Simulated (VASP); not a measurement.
# LaFe5H2 (P1) in VASP: single point with PBE

Aim: the single point of LaFe5H2 with PBE.

Program: VASP 6.6.1. These are calculated values, not measurements. Logs are shortened: lines on timing, memory, paths and dates and some standing lists are left out, and cuts for length are marked.

## 1. The cell of the first run

The typed cell holds 8 atoms: a = 5.190 Å, b = 5.190 Å, c = 4.150 Å, α = 90.00°, β = 90.00°, γ = 120.32°.

## 2. Single point, PBE, collinear spin, ferromagnetic start (atoms moved at random)

Contents of INCAR:

```
SYSTEM = LaFe5H2
PREC = Accurate ; ENCUT = 600
EDIFF = 1E-6 ; ISMEAR = -1
SIGMA = 0.05 ; LREAL = .False.
LASPH = .True. ; NELM = 200
ALGO = Normal ; ISIF = 2
LWAVE = .False. ; LCHARG = .False.
ISPIN = 2 ; MAGMOM = 0 3 3 3 3 3 0 0
LORBIT = 11 ; LMAXMIX = 6
GGA = PE ; NBANDS = 40
GGA_COMPAT = .False. ; KPAR = 4
```

Contents of KPOINTS:

```
regular mesh
0
Gamma
  6 6 7
  0 0 0
```

Contents of POSCAR:

```
LaFe5H2
1.0
    2.5824111822     -4.5020046527      0.0000000000
    2.5824111822      4.5020046527      0.0000000000
    0.0000000000      0.0000000000      4.1504630000
La Fe H
1 5 2
Direct
    0.0047050000      0.0003910000     -0.0033890000
    0.4940140000      0.4853100000      0.5017700000
    0.3392150000      0.6561720000     -0.0029860000
    0.6612520000      0.3347900000      0.0006720000
    0.0023410000      0.4948210000      0.5030400000
    0.4961960000      0.0019590000      0.4985690000
    0.8639800000      0.1387410000      0.5096320000
    0.1314150000      0.8687010000      0.5071180000
```

Potentials or basis: VASP PAW PBE potentials, release 64 (La, Fe, H).

Launch:

```
> cat potpaw_PBE.64/La/POTCAR potpaw_PBE.64/Fe/POTCAR potpaw_PBE.64/H/POTCAR > POTCAR
> mpirun -np 4 vasp_std > vasp.out
```

OUTCAR:

```text
SYSTEM = LaFe5H2
   PREC = Accurate
   ENCUT = 600
   EDIFF = 1E-6
   ISMEAR = -1
   LREAL = .False.
   LASPH = .True.
   NELM = 200
   ISIF = 2
   ISPIN = 2
   LORBIT = 11
   GGA = PE

 ion  position               nearest neighbor table
   1  0.005  0.000  0.997-   3 2.94   4 2.94   3 2.98   4 2.98   4 3.05   3 3.06   2 3.25   2 3.28
                             6 3.28   5 3.29   6 3.29   5 3.32   5 3.32   2 3.35   6 3.36   5 3.36
   2  0.494  0.485  0.502-   6 2.51   4 2.52   4 2.52   3 2.53   3 2.56   5 2.58   5 2.61   6 2.68
                             1 3.25   1 3.28   1 3.35   1 3.38
   3  0.339  0.656  0.997-   2 2.53   5 2.55   2 2.56   6 2.59   5 2.59   6 2.60   4 2.90   1 2.94
                             1 2.98   4 3.04   4 3.04   1 3.06
   4  0.661  0.335  0.001-   2 2.52   2 2.52   6 2.55   6 2.56   5 2.57   5 2.59   3 2.90   1 2.94
                             1 2.98   3 3.04   3 3.04   1 3.05
   5  0.002  0.495  0.503-   7 1.61   8 1.70   3 2.55   4 2.57   2 2.58   6 2.58   6 2.59   4 2.59
                             3 2.59   2 2.61   1 3.29   1 3.32   1 3.32   1 3.36
   6  0.496  0.002  0.499-   8 1.66   7 1.67   2 2.51   4 2.55   4 2.56   5 2.58   5 2.59   3 2.59
                             3 2.60   2 2.68   1 3.28   1 3.29   1 3.36   1 3.37
   7  0.864  0.139  0.510-   5 1.61   6 1.67
   8  0.131  0.869  0.507-   6 1.66   5 1.70

  LATTYP: Found a base centered orthorhombic cell.
 ALAT       =     5.1648223644
 B/A-ratio  =     1.7433337819
 C/A-ratio  =     0.8036022746

  Lattice vectors:

 A1 = (   2.5824111822,  -4.5020046527,   0.0000000000)
 A2 = (   2.5824111822,   4.5020046527,   0.0000000000)
 A3 = (   0.0000000000,   0.0000000000,   4.1504630000)

Analysis of symmetry for initial positions (statically):
=====================================================================
 Subroutine PRICEL returns:
 Original cell was already a primitive cell.

 Routine SETGRP: Setting up the symmetry group for a
 base centered orthorhombic supercell.

 Subroutine GETGRP returns: Found  1 space group operations
 (whereof  1 operations were pure point group operations)
 out of a pool of  8 trial point group operations.

The static configuration has the point symmetry C_1 .

Analysis of symmetry for dynamics (positions and initial velocities):
=====================================================================
 Subroutine PRICEL returns:
 Original cell was already a primitive cell.

 Routine SETGRP: Setting up the symmetry group for a
 base centered orthorhombic supercell.

 Subroutine GETGRP returns: Found  1 space group operations
 (whereof  1 operations were pure point group operations)
 out of a pool of  8 trial point group operations.

The dynamic configuration has the point symmetry C_1 .

Analysis of structural, dynamic, and magnetic symmetry:
=====================================================================
 Subroutine PRICEL returns:
 Original cell was already a primitive cell.

 Routine SETGRP: Setting up the symmetry group for a
 base centered orthorhombic supercell.

 Subroutine GETGRP returns: Found  1 space group operations
 (whereof  1 operations were pure point group operations)
 out of a pool of  8 trial point group operations.

The overall configuration has the point symmetry C_1 .

 Subroutine INISYM returns: Found  1 space group operations
 (whereof  1 operations are pure point group operations),
 and found     1 'primitive' translations

----------------------------------------------------------------------------------------

                                     Primitive cell

  volume of cell :      96.5068

  direct lattice vectors                    reciprocal lattice vectors
     2.582411182 -4.502004653  0.000000000     0.193617501 -0.111061636  0.000000000
     2.582411182  4.502004653  0.000000000     0.193617501  0.111061636  0.000000000
     0.000000000  0.000000000  4.150463000     0.000000000  0.000000000  0.240936975

  length of vectors
     5.190076436  5.190076436  4.150463000     0.223209372  0.223209372  0.240936975

[... 80 lines left out ...]
   NGX,Y,Z   is equivalent  to a cutoff of  13.45, 13.45, 14.42 a.u.
   NGXF,Y,Z  is equivalent  to a cutoff of  26.91, 26.91, 28.84 a.u.
 SYSTEM =  LaFe5H2
   PREC   = accura    normal or accurate (medium, high low for compatibility)
   ISTART =      0    job   : 0-new  1-cont  2-samecut
   ICHARG =      2    charge: 1-file 2-atom 10-const
   ISPIN  =      2    spin polarized calculation?
   LNONCOLLINEAR =      F non collinear calculations
   LSORBIT =      F    spin-orbit coupling
   LASPH  =      T    aspherical Exc in radial PAW
   ENCUT  =  600.0 eV  44.10 Ry    6.64 a.u.  10.37 10.37  8.29*2*pi/ulx,y,z
   NELM   =    200;   NELMIN=  2; NELMDL= -5     # of ELM steps
   EDIFF  = 0.1E-05   stopping-criterion for ELM
   LREAL  =      F    real-space projection
   EDIFFG = 0.1E-04   stopping-criterion for IOM
   NSW    =      0    number of steps for IOM
   IBRION =     -1    ionic relax: 0-MD 1-quasi-New 2-CG
   NFREE  =      0    steps in history (QN), initial steepest desc. (CG)
   ISIF   =      2    stress and relaxation
   ISYM   =      2    0-nonsym 1-usesym 2-fastsym
   POTIM  = 0.5000    time-step for ionic-motion
   TEBEG  =    0.0;   TEEND  =   0.0 temperature during run
   PSTRESS=    0.0 pullay stress
   NELECT =      53.0000    total number of electrons
   NUPDOWN=      -1.0000    fix difference up-down
   EMIN   =  10.00;   EMAX   =-10.00  energy-range for DOS
   EFERMI =   0.00;   METHOD = LEGACY
   ISMEAR =    -1;   SIGMA  =   0.05  broadening in eV -4-tet -1-fermi 0-gaus
   EFERMI_NEDOS =   21; number of points for ismear=-14 and -15
   IALGO  =     38    algorithm
   IMIX   =      4    mixing-type and parameters
     AMIX     =   0.40;   BMIX     =  1.00
     AMIX_MAG =   1.60;   BMIX_MAG =  1.00
  volume/ion in A,a.u.               =      12.06        81.41
  Fermi-wavevector in a.u.,A,eV,Ry     =   1.340646  2.533454 24.454187  1.797332
  Thomas-Fermi vector in A             =   2.468943
   LORBIT       =     11    0 simple, 1 ext, 2 COOP (PROOUT), +10 PAW based schemes
   GGA     = PE    functional components
   LHFCALC =     F    Hartree Fock is set to
   AEXX    =    0.0000 exact exchange contribution
   IVDW    =     0    specifies the selected vdW correction
   LEPSILON=     F    determine dielectric tensor
   LRPA    =     F    only Hartree local field effects (RPA)
 spin polarized calculation
  energy-cutoff  :      600.00
  volume of cell :       96.51
 maximum number of plane-waves:      3246
 NGX is ok and might be reduce to    42
   NGX = 21   NGY = 21   NGZ = 17

 number of electron      53.0000006 magnetization       9.4329487

 number of electron      53.0000006 magnetization      11.1844863

 Free energy of the ion-electron system (eV)
  ---------------------------------------------------
  ext. energy  EPLUGINS =         0.00000000
  ---------------------------------------------------
  free energy    TOTEN  =       -53.13676236 eV

  energy without entropy =      -53.09920315  energy(sigma->0) =      -53.11798275

 E-fermi :   6.4448     XC(G=0): -11.9017

 val. band max:        6.4430457034   @ k =  -0.3333   0.1667   0.0000
 cond. band min:       6.4496199273   @ k =  -0.1667  -0.1667   0.1429
 fundamental gap:      0.0065742240
 Fermi energy:         6.4448351728

 spin component 1

 k-point     1 :       0.0000    0.0000    0.0000
  band No.  band energies     occupation
      1     -25.1662      1.00000
      2      -9.1672      1.00000
      3      -9.0867      1.00000
      4      -8.9021      1.00000
      5      -2.0319      1.00000
      6       0.8421      1.00000
[... 973 lines left out ...]
     37       8.9381      0.00000
     38       9.6484      0.00000

 [... further k-points ...]

 spin component 2

 k-point     1 :       0.0000    0.0000    0.0000
  band No.  band energies     occupation
      1     -25.2524      1.00000
      2      -9.3134      1.00000
      3      -9.2524      1.00000
      4      -9.0303      1.00000
      5      -1.8858      1.00000
      6       1.4018      1.00000
[... 973 lines left out ...]
     37       9.4093      0.00000
     38       9.6869      0.00000

 [... further k-points ...]

 [bands above 38 left out]

------------------------ aborting loop because EDIFF is reached ----------------------------------------

  FORCE on cell =-STRESS in cart. coord.  units (eV):
  Direction    XX          YY          ZZ          XY          YZ          ZX
  --------------------------------------------------------------------------------------
  -------------------------------------------------------------------------------------
  Total        0.2344499      0.0583473     -0.2387428      0.1196320     -0.0085087     -0.0066549
  in kB        3.8922682      0.9686652     -3.9635373      1.9860945     -0.1412586     -0.1104828
  external PRESSURE =       0.2991320 kB  Pullay stress =       0.0000000 kB

 VOLUME and BASIS-vectors are now :
 -----------------------------------------------------------------------------
  energy-cutoff  :      600.00
  volume of cell :       96.51
      direct lattice vectors                 reciprocal lattice vectors
     2.582411182 -4.502004653  0.000000000     0.193617501 -0.111061636  0.000000000
     2.582411182  4.502004653  0.000000000     0.193617501  0.111061636  0.000000000
     0.000000000  0.000000000  4.150463000     0.000000000  0.000000000  0.240936975

 POSITION                                       TOTAL-FORCE (eV/Angst)
 -----------------------------------------------------------------------------------
      0.01316     -0.01942      4.13640        -0.291014      0.084307      0.302642
      2.52902     -0.03919      2.08258         0.345545      0.233233     -0.105820
      2.57050      1.42694      4.13807         0.055413      0.145747      0.142937
      2.57219     -1.46973      0.00279         0.055719     -0.122637      0.039856
      1.28388      2.21715      2.08785         0.392821      0.398782     -0.121902
      1.28644     -2.22506      2.06929        -0.160202     -0.341033      0.033760
      2.58944     -3.26503      2.11521        -0.249248     -0.283192     -0.140208
      2.58271      3.31927      2.10477        -0.149035     -0.115207     -0.151264
 -----------------------------------------------------------------------------------
    total drift:                                0.000346     -0.000167     -0.000407

  FREE ENERGIE OF THE ION-ELECTRON SYSTEM (eV)
  ---------------------------------------------------
  free  energy   TOTEN  =       -53.1367623581 eV

  energy  without entropy=      -53.0992031491  energy(sigma->0) =      -53.11798275

 total charge

# of ion       s       p       d       f       tot
--------------------------------------------------
    1        2.039   5.637   0.836   0.180   8.692
    2        0.483   0.430   6.155   0.000   7.068
    3        0.481   0.399   6.176   0.000   7.055
    4        0.483   0.406   6.183   0.000   7.072
    5        0.467   0.543   6.273   0.000   7.282
    6        0.466   0.540   6.271   0.000   7.277
    7        0.569   0.025   0.000   0.000   0.594
    8        0.561   0.022   0.000   0.000   0.584
--------------------------------------------------
tot          5.548   8.002  31.894   0.180  45.624

 magnetization (x)

# of ion       s       p       d       f       tot
--------------------------------------------------
    1       -0.010  -0.007  -0.154  -0.025  -0.196
    2       -0.002  -0.040   2.565   0.000   2.522
    3        0.003  -0.049   2.606   0.000   2.560
    4        0.002  -0.049   2.593   0.000   2.546
    5       -0.009  -0.032   2.039   0.000   1.999
    6       -0.009  -0.031   2.051   0.000   2.011
    7       -0.014   0.001   0.000   0.000  -0.013
    8       -0.012   0.001   0.000   0.000  -0.011
--------------------------------------------------
tot         -0.050  -0.207  11.699  -0.025  11.417
```

It took 6.1 min on 4 MPI ranks of Intel Xeon 6975P-C (Granite Rapids), shared host; peak memory 0.98 GiB.

What came out:

- Free energy: -53.1368 eV
- Pressure: 0.0 GPa
- Largest force: 0.573 eV/Å
- Net moment: 11.18 μB per cell
- Site moments: La -0.20; Fe +2.52, +2.56, +2.55, +2.00, +2.01; H -0.01 μB
- Valence electrons inside the program's atomic spheres: La 8.69; Fe 7.07, 7.05, 7.28; H 0.59, 0.58

Forces on the atoms (eV/Å):
```
La  -0.291  0.084  0.303
Fe   0.346  0.233 -0.106
Fe   0.055  0.146  0.143
Fe   0.056 -0.123  0.040
Fe   0.393  0.399 -0.122
Fe  -0.160 -0.341  0.034
H   -0.249 -0.283 -0.140
H   -0.149 -0.115 -0.151
```

Levels at points of the mesh, in eV from the Fermi level:
Spin up:
```
           k point  band 30  band 31  band 32  band 33  band 34  band 35
(0.00, 0.00, 0.00)    -0.25    -0.24     0.57     0.88     1.18     1.27
(0.50, 0.00, 0.00)    -1.17    -0.46    -0.25     0.63     1.88     2.28
(0.00, 0.50, 0.00)    -1.14    -0.47    -0.24     0.65     1.88     2.28
(0.50, 0.50, 0.00)    -1.18    -1.12    -0.24     1.58     1.66     2.29
```
Spin down:
```
           k point  band 19  band 20  band 21  band 22  band 23  band 24
(0.00, 0.00, 0.00)     0.19     0.41     0.41     0.49     0.53     0.62
(0.50, 0.00, 0.00)    -0.76    -0.41    -0.37     0.34     0.68     0.76
(0.00, 0.50, 0.00)    -0.74    -0.42    -0.36     0.35     0.70     0.73
(0.50, 0.50, 0.00)    -0.72    -0.61    -0.48     0.39     0.52     0.65
```

Caveat: the cell differs from its parent crystal (atoms moved at random); spin-orbit coupling is left out, which moves the levels of the heavy elements.
